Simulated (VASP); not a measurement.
Set up this calculation in VASP 6.6.1, as the native input.

```
Task                    : density of states
Functional              : LDA
Potentials or basis     : VASP PAW LDA potentials, release 64 (Cd, Se)
Cutoff                  : 520 eV
k mesh                  : 12 × 12 × 12
Occupations             : fermi-dirac, width 0.05 eV
Spin                    : no spin polarisation
Dipole correction       : no
k mesh for the DOS      : 18 × 18 × 18
Occupations for the DOS : tetrahedron
Further INCAR settings  : ALGO = Normal; EDIFF = 1e-06
```

CdSe (rocksalt type):

```
CELL_PARAMETERS angstrom
0.00000 2.78161 2.78161
2.78161 0.00000 2.78161
2.78161 2.78161 0.00000
ATOMIC_POSITIONS crystal
Cd 0.00000 0.00000 0.00000
Se 0.50000 0.50000 0.50000
```

The input as run:

POSCAR

```
CdSe
1.0
    0.0000000000      2.7816070569      2.7816070569
    2.7816070569      0.0000000000      2.7816070569
    2.7816070569      2.7816070569      0.0000000000
Cd Se
1 1
Direct
    0.0000000000      0.0000000000      0.0000000000
    0.5000000000      0.5000000000      0.5000000000
```

INCAR.step1

```
SYSTEM = CdSe
  PREC = Accurate
  ENCUT = 520
  EDIFF = 1E-6
  ISMEAR = -1
  SIGMA = 0.05
  LREAL = .FALSE.
  LASPH = .TRUE.
  NELM = 80
  ALGO = Normal
  ISIF = 2
  LWAVE = .FALSE.
  LCHARG = .TRUE.
  NBANDS = 16
```

KPOINTS.step1

```
Automatic mesh
0
G
  12 12 12
  0 0 0
```

INCAR.step2

```
SYSTEM = CdSe
  PREC = Accurate
  ENCUT = 520
  EDIFF = 1E-6
  ISMEAR = -5
  SIGMA = 0.05
  LREAL = .FALSE.
  LASPH = .TRUE.
  NELM = 80
  ALGO = Normal
  ISIF = 2
  LWAVE = .FALSE.
  LCHARG = .FALSE.
  LORBIT = 10
  NEDOS = 1001
  ICHARG = 11
```

KPOINTS.step2

```
Automatic mesh
0
G
  18 18 18
  0 0 0
```

Potentials or basis: VASP PAW LDA potentials, release 64 (Cd, Se).

Command:

```console
$ cat potpaw_LDA.64/Cd/POTCAR potpaw_LDA.64/Se/POTCAR > POTCAR
$ cp INCAR.step1 INCAR
$ cp KPOINTS.step1 KPOINTS
$ mpirun -np 1 vasp_std > vasp.out
$ cp INCAR.step2 INCAR
$ cp KPOINTS.step2 KPOINTS
$ mpirun -np 1 vasp_std > vasp.out
```

It gave:

- Valence electrons inside the program's atomic spheres: Cd 10.27; Se 3.87

It took 79 s on 1 thread of Intel(R) Xeon(R) Platinum 8259CL CPU @ 2.50GHz (Skylake/Cascade Lake), with other jobs on the host, peak memory 0.24 GiB.
